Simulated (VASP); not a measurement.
# CaB3C3 (P4/mmm) in VASP: relaxation of cell and atoms with PBE

Aim: the relaxation of cell and atoms of CaB3C3 with PBE.

Program: VASP 6.6.1. These are calculated values, not measurements. Logs are shortened: lines on timing, memory, paths and dates and some standing lists are left out, and cuts for length are marked.

### Step 1. The cell of the first run

The structure is tetragonal, space group P4/mmm (No. 123). The conventional cell has a = 3.236 Å, b = 3.236 Å, c = 7.838 Å, α = 90.00°, β = 90.00°, γ = 90.00°. Ca (site symmetry 4/mmm) has 2 C at 2.18 Å within 2.9 Å. B (site symmetry 4/mmm) has 6 C at 1.74 to 2.29 Å within 2.3 Å. Within 2.0 Å of B (site symmetry 4mm) lie 1 C at 1.49 Å. C (site symmetry 4mm) has 5 B at 1.74 to 2.30 Å and 1 Ca at 2.18 Å within 2.4 Å. Within 2.0 Å of C (site symmetry 4/mmm) lie 2 B at 1.49 Å.

The cell was built from a structure type or drawn by symmetry, and may not be a known phase.

### Step 2. Relaxation of cell and atoms, PBE

The input, INCAR:

```
PREC = Accurate
ENCUT = 600
EDIFF = 1E-6
ISMEAR = 0
SIGMA = 0.1
LREAL = False
LASPH = True
NELM = 100
ALGO = Normal
ISIF = 3
LWAVE = False
LCHARG = False
GGA = PE
IBRION = 2
NSW = 90
EDIFFG = -0.04
```

The input, KPOINTS:

```
Automatic mesh
0
Gamma
  6 6 2
```

The input, POSCAR:

```
CaB3C3
1.0
    3.2364099200      0.0000000000      0.0000000000
    0.0000000000      3.2364099200      0.0000000000
    0.0000000000      0.0000000000      7.8384611700
Ca B C
1 3 3
Direct
    0.0000000000      0.0000000000      0.5000000000
    0.0000000000      0.0000000000      0.0000000000
    0.5000000000      0.5000000000      0.8101845600
    0.5000000000      0.5000000000      0.1898154400
    0.0000000000      0.0000000000      0.7784946200
    0.0000000000      0.0000000000      0.2215053800
    0.5000000000      0.5000000000      0.0000000000
```

Potentials or basis: VASP PAW PBE potentials, release 64 (Ca_sv, B, C).

Run with:

```bash
$ cat potpaw_PBE.64/Ca_sv/POTCAR potpaw_PBE.64/B/POTCAR potpaw_PBE.64/C/POTCAR > POTCAR
$ mpirun -np 1 vasp_std > vasp.out
```

OUTCAR:

```text
PREC = Accurate
   ENCUT = 600
   EDIFF = 1E-6
   ISMEAR = 0
   LREAL = False
   LASPH = True
   NELM = 100
   ISIF = 3
   GGA = PE
   IBRION = 2
   NSW = 90
   EDIFFG = -0.04

 ion  position               nearest neighbor table
   1  0.000  0.000  0.500-   6 2.18   5 2.18
   2  0.000  0.000  0.000-   5 1.74   6 1.74
   3  0.500  0.500  0.810-   7 1.49
   4  0.500  0.500  0.190-   7 1.49
   5  0.000  0.000  0.778-   2 1.74   1 2.18
   6  0.000  0.000  0.222-   2 1.74   1 2.18
   7  0.500  0.500  0.000-   3 1.49   4 1.49

  LATTYP: Found a simple tetragonal cell.
 ALAT       =     3.2364099200
 C/A-ratio  =     2.4219617922

  Lattice vectors:

 A1 = (   3.2364099200,   0.0000000000,   0.0000000000)
 A2 = (   0.0000000000,   3.2364099200,   0.0000000000)
 A3 = (   0.0000000000,   0.0000000000,   7.8384611700)

Analysis of symmetry for initial positions (statically):
=====================================================================
 Subroutine PRICEL returns:
 Original cell was already a primitive cell.

 Routine SETGRP: Setting up the symmetry group for a
 simple tetragonal supercell.

 Subroutine GETGRP returns: Found 16 space group operations
 (whereof 16 operations were pure point group operations)
 out of a pool of 16 trial point group operations.

The static configuration has the point symmetry D_4h.

Analysis of symmetry for dynamics (positions and initial velocities):
=====================================================================
 Subroutine PRICEL returns:
 Original cell was already a primitive cell.

 Routine SETGRP: Setting up the symmetry group for a
 simple tetragonal supercell.

 Subroutine GETGRP returns: Found 16 space group operations
 (whereof 16 operations were pure point group operations)
 out of a pool of 16 trial point group operations.

The dynamic configuration has the point symmetry D_4h.

 Subroutine INISYM returns: Found 16 space group operations
 (whereof 16 operations are pure point group operations),
 and found     1 'primitive' translations

----------------------------------------------------------------------------------------

                                     Primitive cell

  volume of cell :      82.1028

  direct lattice vectors                    reciprocal lattice vectors
     3.236409920  0.000000000  0.000000000     0.308984345  0.000000000  0.000000000
[... 92 lines left out ...]
   LREAL  =      F    real-space projection
   EDIFFG = -.4E-01   stopping-criterion for IOM
   NSW    =     90    number of steps for IOM
   IBRION =      2    ionic relax: 0-MD 1-quasi-New 2-CG
   NFREE  =      1    steps in history (QN), initial steepest desc. (CG)
   ISIF   =      3    stress and relaxation
   ISYM   =      2    0-nonsym 1-usesym 2-fastsym
   POTIM  = 0.5000    time-step for ionic-motion
   TEBEG  =    0.0;   TEEND  =   0.0 temperature during run
   PSTRESS=    0.0 pullay stress
   NELECT =      31.0000    total number of electrons
   NUPDOWN=      -1.0000    fix difference up-down
   EMIN   =  10.00;   EMAX   =-10.00  energy-range for DOS
   EFERMI =   0.00;   METHOD = LEGACY
   ISMEAR =     0;   SIGMA  =   0.10  broadening in eV -4-tet -1-fermi 0-gaus
   EFERMI_NEDOS =   21; number of points for ismear=-14 and -15
   IALGO  =     38    algorithm
   IMIX   =      4    mixing-type and parameters
     AMIX     =   0.40;   BMIX     =  1.00
     AMIX_MAG =   1.60;   BMIX_MAG =  1.00
  volume/ion in A,a.u.               =      11.73        79.15
  Fermi-wavevector in a.u.,A,eV,Ry     =   1.183249  2.236016 19.049217  1.400078
  Thomas-Fermi vector in A             =   2.319487
   LORBIT       =      0    0 simple, 1 ext, 2 COOP (PROOUT), +10 PAW based schemes
   GGA     = PE    functional components
   LHFCALC =     F    Hartree Fock is set to
   AEXX    =    0.0000 exact exchange contribution
   IVDW    =     0    specifies the selected vdW correction
   LEPSILON=     F    determine dielectric tensor
   LRPA    =     F    only Hartree local field effects (RPA)
 conjugate gradient relaxation of ions
 non-spin polarized calculation
 Gauss-broadening in eV      SIGMA  =   0.10
  energy-cutoff  :      600.00
  volume of cell :       82.10
 maximum number of plane-waves:      2776
 NGX is ok and might be reduce to    28
   NGX = 13   NGY = 13   NGZ = 31

--------------------------------------- Ionic step        1  -------------------------------------------

 number of electron      31.0000002 magnetization

 Free energy of the ion-electron system (eV)
  ---------------------------------------------------
  ext. energy  EPLUGINS =         0.00000000
  ---------------------------------------------------
  free energy    TOTEN  =       -38.69865917 eV

  energy without entropy =      -38.69459517  energy(sigma->0) =      -38.69662717

------------------------ aborting loop because EDIFF is reached ----------------------------------------

  FORCE on cell =-STRESS in cart. coord.  units (eV):
  Direction    XX          YY          ZZ          XY          YZ          ZX
  --------------------------------------------------------------------------------------
  -------------------------------------------------------------------------------------
  Total       -6.9247483     -6.9247483    -10.2481873      0.0000000      0.0000000     -0.0000000
  in kB     -135.1315363   -135.1315363   -199.9860843      0.0000000      0.0000000     -0.0000000
  external PRESSURE =    -156.7497189 kB  Pullay stress =       0.0000000 kB
[... 104 lines left out ...]
  FREE ENERGIE OF THE ION-ELECTRON SYSTEM (eV)
  ---------------------------------------------------
  free  energy   TOTEN  =       -40.1794294237 eV

  energy  without entropy=      -40.1687893392  energy(sigma->0) =      -40.17410938

[... ionic steps 4 to 10 ...]

--------------------------------------- Ionic step       11  -------------------------------------------

 number of electron      31.0000001 magnetization

------------------------ aborting loop because EDIFF is reached ----------------------------------------
[... 77 lines left out ...]
--------------------------------------- Ionic step       13  -------------------------------------------

 number of electron      31.0000001 magnetization

 Free energy of the ion-electron system (eV)
  ---------------------------------------------------
  ext. energy  EPLUGINS =         0.00000000
  ---------------------------------------------------
  free energy    TOTEN  =       -40.65499003 eV

  energy without entropy =      -40.64633015  energy(sigma->0) =      -40.65066009

 E-fermi :   6.0588     XC(G=0): -11.4258

 val. band max:        5.9849252046   @ k =   0.1667   0.1667   0.5000
 cond. band min:       6.0714446257   @ k =   0.3333   0.0000   0.5000
 fundamental gap:      0.0865194211
 Fermi energy:         6.0588175162

 k-point     1 :       0.0000    0.0000    0.0000
  band No.  band energies     occupation
      1     -34.5821      2.00000
      2     -15.5813      2.00000
      3     -15.2607      2.00000
      4     -15.2607      2.00000
      5     -10.9542      2.00000
      6      -7.8708      2.00000
[... 463 lines left out ...]
  FREE ENERGIE OF THE ION-ELECTRON SYSTEM (eV)
  ---------------------------------------------------
  free  energy   TOTEN  =       -40.6549900264 eV

  energy  without entropy=      -40.6463301451  energy(sigma->0) =      -40.65066009

 reached required accuracy - stopping structural energy minimisation
```

OSZICAR:

```text
N       E                     dE             d eps       ncg     rms          rms(c)
DAV:   1     0.202650315665E+03    0.20265E+03   -0.16136E+04   760   0.168E+03
DAV:   2    -0.234774369649E+02   -0.22613E+03   -0.21901E+03   963   0.366E+02
DAV:   3    -0.406973434837E+02   -0.17220E+02   -0.16487E+02  1357   0.835E+01
DAV:   4    -0.413296303649E+02   -0.63229E+00   -0.62685E+00  1032   0.138E+01
[... 130 lines left out ...]
DAV:   1    -0.406551294809E+02   -0.29459E-03   -0.18837E-02   786   0.108E+00    0.683E-02
DAV:   2    -0.406550387347E+02    0.90746E-04   -0.34154E-04   943   0.150E-01    0.386E-02
DAV:   3    -0.406549934448E+02    0.45290E-04   -0.17312E-04   905   0.849E-02    0.811E-03
DAV:   4    -0.406549907548E+02    0.26900E-05   -0.18358E-05   873   0.290E-02    0.510E-03
DAV:   5    -0.406549900264E+02    0.72845E-06   -0.39630E-06   772   0.120E-02
  13 F= -.40654990E+02 E0= -.40650660E+02  d E =-.824893E-03
```

CONTCAR:

```text
CaB3C3
   1.00000000000000
     2.9315402862054940    0.0000000000000000   -0.0000000000000000
     0.0000000000000000    2.9315402862054940   -0.0000000000000000
     0.0000000000000000   -0.0000000000000000    7.5590201106613071
  Ca              B               C
     1     3     3
Direct
     0.0000000000000000    0.0000000000000000    0.5000000000000000
     0.0000000000000000    0.0000000000000000    0.0000000000000000
     0.5000000000000000    0.5000000000000000    0.7965894954350227
     0.5000000000000000    0.5000000000000000    0.2034105045649775
     0.0000000000000000    0.0000000000000000    0.7988729908707156
     0.0000000000000000    0.0000000000000000    0.2011270091292915
     0.5000000000000000    0.5000000000000000    0.0000000000000000

  0.00000000E+00  0.00000000E+00  0.00000000E+00
  0.00000000E+00  0.00000000E+00  0.00000000E+00
  0.00000000E+00  0.00000000E+00  0.00000000E+00
  0.00000000E+00  0.00000000E+00  0.00000000E+00
  0.00000000E+00  0.00000000E+00  0.00000000E+00
  0.00000000E+00  0.00000000E+00  0.00000000E+00
  0.00000000E+00  0.00000000E+00  0.00000000E+00
```

Run time: 6.1 min. Hardware: 1 thread of AMD EPYC 7R13 (Zen 3), shared host; peak memory 0.22 GiB.

Results:

| Property | Result |
| --- | --- |
| Free energy | -40.6550 eV |
| Relaxed volume | 9.28 Å³/atom |
| Relaxed cell | a = 2.932 Å, b = 2.932 Å, c = 7.559 Å, α = 90.00°, β = 90.00°, γ = 90.00° |
| Space group after relaxing (to 0.1 Å) | P4/mmm (No. 123) |
| Energy gained by relaxing | 279.5 meV/atom |
| Ionic steps | 13 |
| Pressure after relaxing | 0.0 GPa |
| Largest force after relaxing | 0.036 eV/Å |
| Band gap on the k mesh | zero (an odd number of electrons rules out a gap without spin polarisation) |

Forces on the atoms (eV/Å):
```
Ca   0.000  0.000  0.000
B    0.000  0.000  0.000
B    0.000  0.000  0.036
B    0.000  0.000 -0.036
C    0.000  0.000 -0.012
C    0.000  0.000  0.012
C    0.000  0.000  0.000
```

Step by step:
```
step  energy change (eV)  largest force (eV/Å)  pressure (GPa)  volume (Å³)
   1              0.0000                5.0702          -15.67        82.10
   2             -0.9776                4.3154           15.69        69.19
   3             -1.4808                2.5025            0.09        73.33
   4             -1.5840                2.2106           -7.20        70.18
   5             -1.7830                0.9525           -5.00        71.72
   6             -1.9026                0.1972           -3.54        68.55
   7             -1.9498                0.2396           -1.75        65.90
   8             -1.9504                0.4393           -1.03        65.16
   9             -1.9511                0.3453           -1.37        65.50
  10             -1.9485                0.2824            2.44        64.29
  11             -1.9555                0.0740            0.28        64.97
  12             -1.9562                0.0614           -0.12        64.96
  13             -1.9563                0.0358            0.00        64.96
```

Final structure:
```xyz
7
Lattice="2.9315 0.0000 0.0000 0.0000 2.9315 0.0000 0.0000 0.0000 7.5590" Properties=species:S:1:pos:R:3 pbc="T T T"
Ca    0.0000    0.0000    3.7795
B     0.0000    0.0000    0.0000
B     1.4658    1.4658    6.0214
B     1.4658    1.4658    1.5376
C     0.0000    0.0000    6.0387
C     0.0000    0.0000    1.5203
C     1.4658    1.4658    0.0000
```

Caveat: the k points lie up to 0.42 Å⁻¹ apart in the final cell, too coarse for converged energies and pressures of a metal; the volume moved by over 15 % at a fixed basis, so the end points are rough.
